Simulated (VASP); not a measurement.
# SnO2 (P4_2/mnm) in VASP: settings compared, part 2 of 2

VASP 6.6.1. Earlier steps stand in the parts before.

## 4. Relaxation of cell and atoms, PBE

This run uses another cell than the first one, of 12.14 Å³/atom.

INCAR reads:

```
  PREC = Accurate
  ENCUT = 600
  EDIFF = 1E-6
  ISMEAR = -1
  SIGMA = 0.02
  LREAL = F
  LASPH = T
  NELM = 80
  ALGO = Normal
  ISIF = 3
  LWAVE = F
  LCHARG = F
  GGA = PE
  IBRION = 2
  NSW = 80
  EDIFFG = -0.005
```

KPOINTS reads:

```
regular mesh
0
Gamma
  6 6 8
```

POSCAR reads:

```
SnO2
1.0
    4.7648180400      0.0000000000      0.0000000000
    0.0000000000      4.7648180400      0.0000000000
    0.0000000000      0.0000000000      3.2074997700
Sn O
2 4
Direct
    0.5000000000      0.5000000000      0.5000000000
    0.0000000000      0.0000000000      0.0000000000
    0.1940277000      0.8059723000      0.5000000000
    0.8059723000      0.1940277000      0.5000000000
    0.3059723000      0.3059723000      0.0000000000
    0.6940277000      0.6940277000      0.0000000000
```

Potentials or basis: VASP PAW PBE potentials, release 64 (Sn_d, O).

Launch:

```sh
$ cat potpaw_PBE.64/Sn_d/POTCAR potpaw_PBE.64/O/POTCAR > POTCAR
$ mpirun -np 1 vasp_std > vasp.out
```

OUTCAR:

```text
PREC = Accurate
   ENCUT = 600
   EDIFF = 1E-6
   ISMEAR = -1
   LREAL = F
   LASPH = T
   NELM = 80
   ISIF = 3
   GGA = PE
   IBRION = 2
   NSW = 80
   EDIFFG = -0.005

 ion  position               nearest neighbor table
   1  0.500  0.500  0.500-   3 2.06   4 2.06   5 2.07   6 2.07   5 2.07   6 2.07   2 3.73   2 3.73
                             2 3.73   2 3.73   2 3.73   2 3.73   2 3.73   2 3.73
   2  0.000  0.000  0.000-   5 2.06   6 2.06   3 2.07   4 2.07   3 2.07   4 2.07   1 3.73   1 3.73
                             1 3.73   1 3.73   1 3.73   1 3.73   1 3.73   1 3.73
   3  0.194  0.806  0.500-   1 2.06   2 2.07   2 2.07
   4  0.806  0.194  0.500-   1 2.06   2 2.07   2 2.07
   5  0.306  0.306  0.000-   2 2.06   1 2.07   1 2.07
   6  0.694  0.694  0.000-   2 2.06   1 2.07   1 2.07

  LATTYP: Found a simple tetragonal cell.
 ALAT       =     4.7648180400
 C/A-ratio  =     0.6731631183

  Lattice vectors:

[... 397 lines left out ...]
  free energy    TOTEN  =       -37.31465416 eV

  energy without entropy =      -37.31465416  energy(sigma->0) =      -37.31465416

 E-fermi :   5.8232     XC(G=0): -10.9636

 val. band max:        5.5030268402   @ k =   0.0000   0.0000   0.0000
 cond. band min:       6.1433551426   @ k =   0.0000   0.0000   0.0000
 fundamental gap:      0.6403283024
 Fermi energy:         5.8231825335

 k-point     1 :       0.0000    0.0000    0.0000
  band No.  band energies     occupation
      1     -15.5289      2.00000
      2     -14.8690      2.00000
      3     -14.6805      2.00000
      4     -14.6529      2.00000
      5     -14.6529      2.00000
      6     -14.5886      2.00000
[... 805 lines left out ...]
     30      13.8803      0.00000
     31      14.5233      0.00000

 [... further k-points ...]

------------------------ aborting loop because EDIFF is reached ----------------------------------------

  FORCE on cell =-STRESS in cart. coord.  units (eV):
  Direction    XX          YY          ZZ          XY          YZ          ZX
  --------------------------------------------------------------------------------------
  -------------------------------------------------------------------------------------
  Total        0.0146723      0.0146723      0.0197578      0.0000000      0.0000000      0.0000000
  in kB        0.3107641      0.3107641      0.4184750      0.0000000      0.0000000      0.0000000
  external PRESSURE =       0.3466677 kB  Pullay stress =       0.0000000 kB
[... 21 lines left out ...]
  FREE ENERGIE OF THE ION-ELECTRON SYSTEM (eV)
  ---------------------------------------------------
  free  energy   TOTEN  =       -37.3146541629 eV

  energy  without entropy=      -37.3146541624  energy(sigma->0) =      -37.31465416

 reached required accuracy - stopping structural energy minimisation
```

OSZICAR:

```text
N       E                     dE             d eps       ncg     rms          rms(c)
DAV:   1     0.693243724590E+03    0.69324E+03   -0.28798E+04  3338   0.285E+03
DAV:   2     0.642802597245E+02   -0.62896E+03   -0.60609E+03  3419   0.727E+02
DAV:   3    -0.379144269921E+02   -0.10219E+03   -0.10060E+03  3513   0.237E+02
DAV:   4    -0.432896117616E+02   -0.53752E+01   -0.53483E+01  3698   0.593E+01
[... 90 lines left out ...]
       N       E                     dE             d eps       ncg     rms          rms(c)
DAV:   1    -0.373146903198E+02   -0.44399E-04   -0.27059E-03  3730   0.587E-01    0.434E-02
DAV:   2    -0.373146617786E+02    0.28541E-04   -0.11765E-04  4412   0.113E-01    0.182E-02
DAV:   3    -0.373146542451E+02    0.75334E-05   -0.15532E-05  4002   0.770E-02    0.533E-03
DAV:   4    -0.373146541629E+02    0.82220E-07   -0.21397E-06  2051   0.276E-02
  13 F= -.37314654E+02 E0= -.37314654E+02  d E =-.867946E-05
```

CONTCAR:

```text
SnO2
   1.00000000000000
     4.8304310975640528    0.0000000000000000    0.0000000000000000
     0.0000000000000000    4.8304310975640528    0.0000000000000000
     0.0000000000000000    0.0000000000000000    3.2419562091987806
  Sn              O
     2     4
Direct
     0.5000000000000000    0.5000000000000000    0.5000000000000000
     1.0000000000000000    1.0000000000000000    0.0000000000000000
     0.1934517663670901    0.8065482336329096    0.5000000000000000
     0.8065482336329096    0.1934517663670901    0.5000000000000000
     0.3065482336329098    0.3065482336329098    1.0000000000000000
     0.6934517663670904    0.6934517663670904    0.0000000000000000

  0.00000000E+00  0.00000000E+00  0.00000000E+00
  0.00000000E+00  0.00000000E+00  0.00000000E+00
  0.00000000E+00  0.00000000E+00  0.00000000E+00
  0.00000000E+00  0.00000000E+00  0.00000000E+00
  0.00000000E+00  0.00000000E+00  0.00000000E+00
  0.00000000E+00  0.00000000E+00  0.00000000E+00
```

It took 5.4 min on 1 thread of Intel Xeon 6975P-C (Granite Rapids), shared host; peak memory 0.28 GiB.

Results:

```
Free energy                           : -37.3147 eV
Relaxed volume                        : 12.61 Å³/atom
Relaxed cell                          : a = 4.830 Å, b = 4.830 Å, c = 3.242 Å, α = 90.00°, β = 90.00°, γ = 90.00°
Space group after relaxing (to 0.1 Å) : P4_2/mnm (No. 136)
Energy gained by relaxing             : 10.1 meV/atom
Ionic steps                           : 13
Pressure after relaxing               : 0.0 GPa
Band gap on the k mesh                : 0.64 eV
```

Forces on the atoms (eV/Å):
```
Sn   0.000  0.000  0.000
Sn   0.000  0.000  0.000
O    0.001 -0.001  0.000
O   -0.001  0.001  0.000
O   -0.001 -0.001  0.000
O    0.001  0.001  0.000
```

Step by step:
```csv
step,energy change (eV),largest force (eV/Å),pressure (GPa),volume (Å³)
1,0.0000,0.0408,7.28,72.82
2,0.0188,0.2359,-7.02,78.79
3,-0.0587,0.1010,0.01,75.51
4,-0.0587,0.0984,0.14,75.45
5,-0.0605,0.0095,0.10,75.57
6,-0.0605,0.0110,0.08,75.59
7,-0.0605,0.0116,0.09,75.60
8,-0.0605,0.0165,0.07,75.60
9,-0.0606,0.0061,-0.06,75.67
10,-0.0606,0.0076,-0.02,75.66
11,-0.0606,0.0066,-0.02,75.67
12,-0.0606,0.0059,-0.03,75.67
13,-0.0606,0.0021,0.03,75.64
```

Final structure:
```xyz
6
Lattice="4.8304 0.0000 0.0000 0.0000 4.8304 0.0000 0.0000 0.0000 3.2420" Properties=species:S:1:pos:R:3 pbc="T T T"
Sn    2.4152    2.4152    1.6210
Sn    4.8304    4.8304    0.0000
O     0.9345    3.8960    1.6210
O     3.8960    0.9345    1.6210
O     1.4808    1.4808    3.2420
O     3.3497    3.3497    0.0000
```

Caveat: spin-orbit coupling is left out, which moves the levels of the heavy elements.

## 5. The runs side by side

| task | level | cell | cutoff (eV) | gap on the mesh (eV) | pressure (GPa) | largest force (eV/Å) |
| --- | --- | --- | --- | --- | --- | --- |
| single point | PBE | a = 4.827, b = 4.827, c = 3.238 Å, 6 atoms | 520 | 0.67 | 0.6 | 0.02 |
| single point | r2SCAN | a = 4.761, b = 4.761, c = 3.200 Å, 6 atoms | 520 | 1.79 | 1.1 | 0.02 |
| relaxation of cell and atoms | PBE | relaxed from a = 4.765, b = 4.765, c = 3.207 Å, 6 atoms | 600 | 0.64 | 0.0 | - |

Alike in all rows: potentials or basis VASP PAW PBE potentials, release 64 (Sn_d, O); no spin polarisation; k mesh 6 × 6 × 8; smearing fermi-dirac 0.02 eV.

Caveats: spin-orbit coupling is left out, which moves the levels of the heavy elements; the PAW data sets were made with another functional, which shifts forces and pressure a little (at least some runs).

Absolute energies hang on the potentials; compare differences alone.
